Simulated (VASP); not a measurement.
# WS (P1) in VASP: notebook, part 3 of 3

VASP 6.6.1.

### 5 Single point, PBE

The input, INCAR:

```
SYSTEM = WS
PREC = Accurate ; ENCUT = 520
EDIFF = 1E-6 ; ISMEAR = -1
SIGMA = 0.05 ; LREAL = .FALSE.
LASPH = .TRUE. ; NELM = 60
ALGO = Normal ; ISIF = 2
LWAVE = .FALSE. ; LCHARG = .FALSE.
GGA = PE ; NBANDS = 17
```

The input, KPOINTS:

```
Automatic mesh
0
G
  11 11 12
  0 0 0
```

The input, POSCAR:

```
WS
1.0
   -2.1564652700      2.1564652700      2.4747265300
    2.1564652700     -2.1564652700      2.4747265300
    2.1564652700      2.1564652700     -2.4747265300
W S
1 1
Direct
    0.4961930000      0.4991850000      0.0008550000
    0.0025700000      0.0029560000     -0.0170700000
```

Potentials or basis: VASP PAW PBE potentials, release 64 (W_sv, S).

Launch:

```console
> cat potpaw_PBE.64/W_sv/POTCAR potpaw_PBE.64/S/POTCAR > POTCAR
> mpirun -np 1 vasp_std > vasp.out
```

OUTCAR:

```text
SYSTEM = WS
   PREC = Accurate
   ENCUT = 520
   EDIFF = 1E-6
   ISMEAR = -1
   LREAL = .FALSE.
   LASPH = .TRUE.
   NELM = 60
   ISIF = 2
   GGA = PE

 ion  position               nearest neighbor table
   1  0.496  0.499  0.001-   2 2.41   2 2.54   2 3.00   2 3.04   2 3.06   2 3.11
   2  0.003  0.003  0.983-   1 2.41   1 2.54   1 3.00   1 3.04   1 3.06   1 3.11

  LATTYP: Found a body centered tetragonal cell.
 ALAT       =     4.3129305400
 C/A-ratio  =     1.1475846908

  Lattice vectors:

 A1 = (  -2.1564652700,   2.1564652700,   2.4747265300)
 A2 = (   2.1564652700,  -2.1564652700,   2.4747265300)
 A3 = (   2.1564652700,   2.1564652700,  -2.4747265300)

Analysis of symmetry for initial positions (statically):
=====================================================================
 Subroutine PRICEL returns:
 Original cell was already a primitive cell.

 Routine SETGRP: Setting up the symmetry group for a
 body centered tetragonal supercell.

 Subroutine GETGRP returns: Found  1 space group operations
 (whereof  1 operations were pure point group operations)
 out of a pool of 16 trial point group operations.

The static configuration has the point symmetry C_1 .

Analysis of symmetry for dynamics (positions and initial velocities):
=====================================================================
 Subroutine PRICEL returns:
 Original cell was already a primitive cell.

 Routine SETGRP: Setting up the symmetry group for a
 body centered tetragonal supercell.

 Subroutine GETGRP returns: Found  1 space group operations
 (whereof  1 operations were pure point group operations)
 out of a pool of 16 trial point group operations.

The dynamic configuration has the point symmetry C_1 .

 Subroutine INISYM returns: Found  1 space group operations
 (whereof  1 operations are pure point group operations),
 and found     1 'primitive' translations

----------------------------------------------------------------------------------------

                                     Primitive cell

  volume of cell :      46.0333

  direct lattice vectors                    reciprocal lattice vectors
    -2.156465270  2.156465270  2.474726530     0.000000000  0.231860910  0.202042526
     2.156465270 -2.156465270  2.474726530     0.231860910  0.000000000  0.202042526
     2.156465270  2.156465270 -2.474726530     0.231860910  0.231860910  0.000000000

  length of vectors
     3.927461816  3.927461816  3.927461816     0.307539695  0.307539695  0.327900844

  position of ions in fractional coordinates (direct lattice)
     0.496193000  0.499185000  0.000855000
     0.002570000  0.002956000  0.982930000

  ion indices of the primitive-cell ions
   primitive index   ion index
                 1           1
                 2           2

----------------------------------------------------------------------------------------

 KPOINTS: Automatic mesh

Automatic generation of k-mesh.
 Grid dimensions read from file:
 generate k-points for:   11   11   12

 Generating k-lattice:

[... 29 lines left out ...]

 WARNING: IBZKPT: internal override: KBLOWUP is changed to .FALSE.
      ... skipping the blow-up phase ...

 Subroutine IBZKPT returns following result:
 ===========================================

 Found    727 irreducible k-points:

 Following reciprocal coordinates:
            Coordinates               Weight
  0.000000  0.000000  0.000000      1.000000
  0.090909  0.000000 -0.000000      2.000000
  0.181818  0.000000  0.000000      2.000000
  0.272727  0.000000  0.000000      2.000000
  0.363636  0.000000  0.000000      2.000000
  0.454545  0.000000 -0.000000      2.000000
[... 16 lines left out ...]
  0.454545  0.181818  0.000000      2.000000
 -0.454545  0.181818  0.000000      2.000000
 [... further k-points ...]
   k-points           NKPTS =    727   k-points in BZ     NKDIM =    727   number of bands    NBANDS=     17
   number of dos      NEDOS =    301   number of ions     NIONS =      2
   total plane-waves  NPLWV =  27000
   dimension x,y,z NGX =    30 NGY =   30 NGZ =   30
   dimension x,y,z NGXF=    60 NGYF=   60 NGZF=   60
   ions per type =               1   1
   NGX,Y,Z   is equivalent  to a cutoff of  12.70, 12.70, 12.70 a.u.
   NGXF,Y,Z  is equivalent  to a cutoff of  25.40, 25.40, 25.40 a.u.
 SYSTEM =  WS
   PREC   = accura    normal or accurate (medium, high low for compatibility)
   ISTART =      0    job   : 0-new  1-cont  2-samecut
   ICHARG =      2    charge: 1-file 2-atom 10-const
   ISPIN  =      1    spin polarized calculation?
   LNONCOLLINEAR =      F non collinear calculations
   LSORBIT =      F    spin-orbit coupling
   LASPH  =      T    aspherical Exc in radial PAW
   ENCUT  =  520.0 eV  38.22 Ry    6.18 a.u.   7.30  7.30  7.30*2*pi/ulx,y,z
   NELM   =     60;   NELMIN=  2; NELMDL= -5     # of ELM steps
   EDIFF  = 0.1E-05   stopping-criterion for ELM
   LREAL  =      F    real-space projection
   EDIFFG = 0.1E-04   stopping-criterion for IOM
   NSW    =      0    number of steps for IOM
   IBRION =     -1    ionic relax: 0-MD 1-quasi-New 2-CG
   NFREE  =      0    steps in history (QN), initial steepest desc. (CG)
   ISIF   =      2    stress and relaxation
   ISYM   =      2    0-nonsym 1-usesym 2-fastsym
   POTIM  = 0.5000    time-step for ionic-motion
   TEBEG  =    0.0;   TEEND  =   0.0 temperature during run
   PSTRESS=    0.0 pullay stress
   NELECT =      20.0000    total number of electrons
   NUPDOWN=      -1.0000    fix difference up-down
   EMIN   =  10.00;   EMAX   =-10.00  energy-range for DOS
   EFERMI =   0.00;   METHOD = LEGACY
   ISMEAR =    -1;   SIGMA  =   0.05  broadening in eV -4-tet -1-fermi 0-gaus
   EFERMI_NEDOS =   21; number of points for ismear=-14 and -15
   IALGO  =     38    algorithm
   IMIX   =      4    mixing-type and parameters
     AMIX     =   0.40;   BMIX     =  1.00
     AMIX_MAG =   1.60;   BMIX_MAG =  1.00
  volume/ion in A,a.u.               =      23.02       155.32
  Fermi-wavevector in a.u.,A,eV,Ry     =   1.239921  2.343111 20.917662  1.537405
  Thomas-Fermi vector in A             =   2.374384
   LORBIT       =      0    0 simple, 1 ext, 2 COOP (PROOUT), +10 PAW based schemes
   GGA     = PE    functional components
   LHFCALC =     F    Hartree Fock is set to
   AEXX    =    0.0000 exact exchange contribution
   IVDW    =     0    specifies the selected vdW correction
   LEPSILON=     F    determine dielectric tensor
   LRPA    =     F    only Hartree local field effects (RPA)
 non-spin polarized calculation
  energy-cutoff  :      520.00
  volume of cell :       46.03
 maximum number of plane-waves:      1268
 NGX is ok and might be reduce to    30
   NGX = 15   NGY = 15   NGZ = 15

 number of electron      20.0000000 magnetization

 Free energy of the ion-electron system (eV)
  ---------------------------------------------------
  ext. energy  EPLUGINS =         0.00000000
  ---------------------------------------------------
  free energy    TOTEN  =       -13.67012184 eV

  energy without entropy =      -13.63061141  energy(sigma->0) =      -13.65036663

 E-fermi :   5.9870     XC(G=0): -10.3768

 val. band max:        5.9862951782   @ k =  -0.3636  -0.3636   0.2500
 cond. band min:       5.9885925551   @ k =   0.0909   0.3636  -0.0000
 fundamental gap:      0.0022973769
 Fermi energy:         5.9869576292

 k-point     1 :       0.0000    0.0000    0.0000
  band No.  band energies     occupation
      1     -68.8891      2.00000
      2     -33.1373      2.00000
      3     -32.9732      2.00000
      4     -32.9658      2.00000
      5      -8.6475      2.00000
      6       2.7010      2.00000
[... 457 lines left out ...]
      4     -32.9779      2.00000
      5      -7.8568      2.00000
      6      -0.1729      2.00000
[... 9 lines left out ...]
     16      12.1780      0.00000
     17      15.0523      0.00000

 [... further k-points ...]

------------------------ aborting loop because EDIFF is reached ----------------------------------------

  FORCE on cell =-STRESS in cart. coord.  units (eV):
  Direction    XX          YY          ZZ          XY          YZ          ZX
  --------------------------------------------------------------------------------------
  -------------------------------------------------------------------------------------
  Total       -6.0524804     -6.0551610     -7.8127058     -0.0109850      0.0036309      0.0018973
  in kB     -210.6550310   -210.7483271   -271.9192241     -0.3823288      0.1263728      0.0660347
  external PRESSURE =    -231.1075274 kB  Pullay stress =       0.0000000 kB

 VOLUME and BASIS-vectors are now :
 -----------------------------------------------------------------------------
  energy-cutoff  :      520.00
  volume of cell :       46.03
      direct lattice vectors                 reciprocal lattice vectors
    -2.156465270  2.156465270  2.474726530     0.000000000  0.231860910  0.202042526
     2.156465270 -2.156465270  2.474726530     0.231860910  0.000000000  0.202042526
     2.156465270  2.156465270 -2.474726530     0.231860910  0.231860910  0.000000000

 POSITION                                       TOTAL-FORCE (eV/Angst)
 -----------------------------------------------------------------------------------
      0.00830     -0.00461      2.46117         0.206776      0.153884      0.131730
      2.12049      2.11882     -2.41881        -0.206776     -0.153884     -0.131730
 -----------------------------------------------------------------------------------
    total drift:                               -0.000001      0.000001      0.000041

  FREE ENERGIE OF THE ION-ELECTRON SYSTEM (eV)
  ---------------------------------------------------
  free  energy   TOTEN  =       -13.6701218423 eV

  energy  without entropy=      -13.6306114089  energy(sigma->0) =      -13.65036663
```

OSZICAR:

```text
N       E                     dE             d eps       ncg     rms          rms(c)
DAV:   1     0.144481513580E+03    0.14448E+03   -0.11590E+04 25950   0.114E+03
DAV:   2    -0.969655491569E+01   -0.15418E+03   -0.15058E+03 30435   0.314E+02
DAV:   3    -0.147111064903E+02   -0.50146E+01   -0.49416E+01 28799   0.542E+01
DAV:   4    -0.147713865664E+02   -0.60280E-01   -0.60200E-01 29185   0.650E+00
DAV:   5    -0.147723648774E+02   -0.97831E-03   -0.97822E-03 29182   0.853E-01    0.120E+01
DAV:   6    -0.137503936879E+02    0.10220E+01   -0.53391E+00 26008   0.138E+01    0.439E+00
DAV:   7    -0.136820460048E+02    0.68348E-01   -0.32634E-01 25909   0.362E+00    0.265E+00
DAV:   8    -0.136701413138E+02    0.11905E-01   -0.60423E-02 26808   0.142E+00    0.317E-01
DAV:   9    -0.136700267487E+02    0.11457E-03   -0.16714E-03 27351   0.368E-01    0.192E-01
DAV:  10    -0.136701107376E+02   -0.83989E-04   -0.49833E-04 29292   0.209E-01    0.524E-02
DAV:  11    -0.136701211213E+02   -0.10384E-04   -0.36953E-05 26206   0.528E-02    0.242E-02
DAV:  12    -0.136701221830E+02   -0.10617E-05   -0.38237E-06 26665   0.149E-02    0.590E-03
DAV:  13    -0.136701218423E+02    0.34073E-06   -0.11388E-06 13116   0.816E-03
   1 F= -.13670122E+02 E0= -.13650367E+02  d E =-.395104E-01
```

stdout:

```text
POSCAR found type information on POSCAR W S
 POSCAR found :  2 types and       2 ions
 scaLAPACK will be used
 LDA part: xc-table for (Slater+PW92), standard interpolation
 -----------------------------------------------------------------------------
|                                                                             |
|           W    W    AA    RRRRR   N    N  II  N    N   GGGG   !!!           |
|           W    W   A  A   R    R  NN   N  II  NN   N  G    G  !!!           |
|           W    W  A    A  R    R  N N  N  II  N N  N  G       !!!           |
|           W WW W  AAAAAA  RRRRR   N  N N  II  N  N N  G  GGG   !            |
|           WW  WW  A    A  R   R   N   NN  II  N   NN  G    G                |
|           W    W  A    A  R    R  N    N  II  N    N   GGGG   !!!           |
|                                                                             |
|     Your reciprocal lattice and k-lattice belong to different lattice       |
|     classes:                                                                |
|                                                                             |
|        The reciprocal lattice is body-centered tetragonal,                  |
|        whereas your k-lattice is base-centered monoclinic.                  |
|                                                                             |
|     Results are often still useful ...                                      |
|                                                                             |
 -----------------------------------------------------------------------------

 POSCAR, INCAR and KPOINTS ok, starting setup
 FFT: planning ... GRIDC
 FFT: planning ... GRID_SOFT
 FFT: planning ... GRID
 WAVECAR not read
 entering main loop
```

Run time: 5.8 min. Hardware: 1 thread of Intel Xeon Platinum 8488C (Sapphire Rapids), shared host; peak memory 0.61 GiB.

Results:

```yaml
Free_energy: -13.6701 eV
Pressure: -23.1 GPa
Largest_force: 0.289 eV/Å
Band_gap_on_the_k_mesh: zero (bands 10 and 11 overlap by 2.00 eV)
```

Forces in eV/Å, atoms in the order of the input:
```
W    0.207  0.154  0.132
S   -0.207 -0.154 -0.132
```

Stress tensor (GPa, compression positive):
```
-21.07  -0.04   0.01
 -0.04 -21.07   0.01
  0.01   0.01 -27.19
```

Caveat: the cell stands under tension; spin-orbit coupling is left out, which moves the levels of the heavy elements.

### 6 Summary

```tsv
level	k mesh	smearing	gap on the mesh (eV)	pressure (GPa)	largest force (eV/Å)
PBEsol	6 × 6 × 6	gaussian 0.05 eV	none	-26.6	0.33
PBE	7 × 7 × 8	fermi-dirac 0.05 eV	none	-23.2	0.29
PBE	9 × 9 × 10	fermi-dirac 0.05 eV	none	-23.2	0.30
PBE	11 × 11 × 12	fermi-dirac 0.05 eV	none	-23.1	0.29
```

Alike in all rows: task single point; potentials or basis VASP PAW PBE potentials, release 64 (W_sv, S); no spin polarisation; cell as given; cutoff (eV) 520.

The pressure there spans -26.6 GPa (PBEsol) to -23.1 GPa (PBE); a positive pressure means that this level wants a larger cell, a negative one a smaller.

Caveats: the cell stands under tension; spin-orbit coupling is left out, which moves the levels of the heavy elements; the PAW data sets were made with another functional, which shifts forces and pressure a little (at least some runs).

Absolute energies hang on the potentials; compare differences alone.
